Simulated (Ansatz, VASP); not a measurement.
## One calculation of HfSi2B2, two programs

The input INCAR:

```
SYSTEM = HfSi2B2
PREC = Accurate
ENCUT = 600
EDIFF = 1E-6
ISMEAR = 0
SIGMA = 0.1
LREAL = .FALSE.
LASPH = .TRUE.
NELM = 80
ALGO = Normal
ISIF = 3
LWAVE = .FALSE.
LCHARG = .FALSE.
GGA = PE
IBRION = 2
NSW = 100
EDIFFG = -0.01
```

The input KPOINTS:

```
Automatic mesh
0
G
  8 8 8
  0 0 0
```

Contents of POSCAR:

```
HfSi2B2
1.0
    5.5614410271      0.0000000000      0.0000000000
    0.0000000000      5.5614410271      0.0000000000
    0.0000000000      0.0000000000      5.5614410271
Hf Si B
2 4 4
Direct
    0.0000000000      0.0000000000      0.0000000000
    0.5000000000      0.5000000000      0.5000000000
    0.7500000000      0.7500000000      0.7500000000
    0.2500000000      0.2500000000      0.7500000000
    0.2500000000      0.7500000000      0.2500000000
    0.7500000000      0.2500000000      0.2500000000
    0.2500000000      0.2500000000      0.2500000000
    0.7500000000      0.7500000000      0.2500000000
    0.7500000000      0.2500000000      0.7500000000
    0.2500000000      0.7500000000      0.7500000000
```

Input for Ansatz:

```yaml
crystal:
  lattice:
    - [5.5614410271, 0.0, 0.0]
    - [0.0, 5.5614410271, 0.0]
    - [0.0, 0.0, 5.5614410271]
  atoms:
    - { symbol: Hf, position: [0.0, 0.0, 0.0] }
    - { symbol: Hf, position: [0.5, 0.5, 0.5] }
    - { symbol: Si, position: [0.75, 0.75, 0.75] }
    - { symbol: Si, position: [0.25, 0.25, 0.75] }
    - { symbol: Si, position: [0.25, 0.75, 0.25] }
    - { symbol: Si, position: [0.75, 0.25, 0.25] }
    - { symbol: B, position: [0.25, 0.25, 0.25] }
    - { symbol: B, position: [0.75, 0.75, 0.25] }
    - { symbol: B, position: [0.75, 0.25, 0.75] }
    - { symbol: B, position: [0.25, 0.75, 0.75] }
basis:
  ecutwfc: 420
kpoints:
  mp_grid: { grid: [8, 8, 8] }
hamiltonian:
  xc: pbe
scf:
  occupations: { method: gaussian, width: 0.1 }
output:
  forces: true
  stress: true
  eigenvalues: true
  write_density: true
  write_potential: true
  elf: true
  volumetric_format: npy
relax:
  adjacent_minimum: "off"
  f_tol: 0.01
  max_steps: 80
  cell: { stress_tol: 0.05 }
```

Alike in both runs: task relaxation of cell and atoms; functional PBE; k mesh 8 × 8 × 8; occupations gaussian, width 0.1 eV; no spin polarisation.

|  | VASP | Ansatz |
| --- | --- | --- |
| version | VASP 6.6.1 | Ansatz 0.2.0 |
| potentials or method | VASP PAW PBE potentials, release 64 (Hf_pv, Si, B), cutoff 600 eV | scalar-relativistic, plane waves, PAW |
| valence electrons in the cell | 48 | 80 |

```tsv
	VASP	Ansatz	Ansatz less VASP
gap on the k mesh at the Fermi level, each at its own relaxed structure (eV)	none	none	-
relaxed volume (Å³/atom)	17.36	17.22	-0.145
relaxed cell length with the largest relative difference (Å)	5.579	5.563	-0.0156
```

A gap of «none» marks a metal or a gap that the smearing closes. VASP's potentials hold 48 valence electrons a cell and Ansatz's 80, so a difference there can come from the potentials and not from the codes.

Spin-orbit coupling is off throughout.
